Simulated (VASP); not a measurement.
A run of VASP 6.6.1 is set up as follows.

File INCAR:

```
SYSTEM = Sc
PREC     = Accurate       ! precision mode
ENCUT    = 520            ! plane-wave cutoff, eV
EDIFF    = 1E-6           ! SCF threshold, eV
ISMEAR   = 0              ! smearing method
SIGMA    = 0.1            ! smearing width, eV
LREAL    = .False.        ! projectors in reciprocal space
LASPH    = .True.         ! aspherical terms in the spheres
NELM     = 60             ! most SCF steps
ALGO     = Normal         ! electronic algorithm
ISIF     = 2              ! what is computed and relaxed
LWAVE    = .False.        ! write WAVECAR
LCHARG   = .False.        ! write CHGCAR
LDIPOL   = .True.       
IDIPOL   = 3            
DIPOL    = 0.5 0.5 0.499
GGA      = PS             ! functional
NBANDS   = 36             ! bands
```

File KPOINTS:

```
regular mesh
0
Gamma
  8 8 1
  0 0 0
```

Contents of POSCAR:

```
Sc
1.0
    3.2109718900      0.0000000000      0.0000000000
    0.0000000000      3.2109718900      0.0000000000
    0.0000000000      0.0000000000     26.0820001558
Sc
5
Direct
    0.5000000000      0.5000000000      0.3258952515
    0.0000000000      0.0000000000      0.4129476309
    0.5000000000      0.5000000000      0.5005094459
    0.0000000000      0.0000000000      0.5883751029
    0.5000000000      0.5000000000      0.6696086161
```

Potentials or basis: VASP PAW PBE potentials, release 64 (Sc_sv).

The run is started by

```sh
$ cat potpaw_PBE.64/Sc_sv/POTCAR > POTCAR
$ mpirun -np 1 vasp_std > vasp.out
```

(1) What does it give for the largest force?

Results:

(1) 0.428 eV/Å.

Caveat: the PAW data sets were made with another functional, which shifts forces and pressure a little.
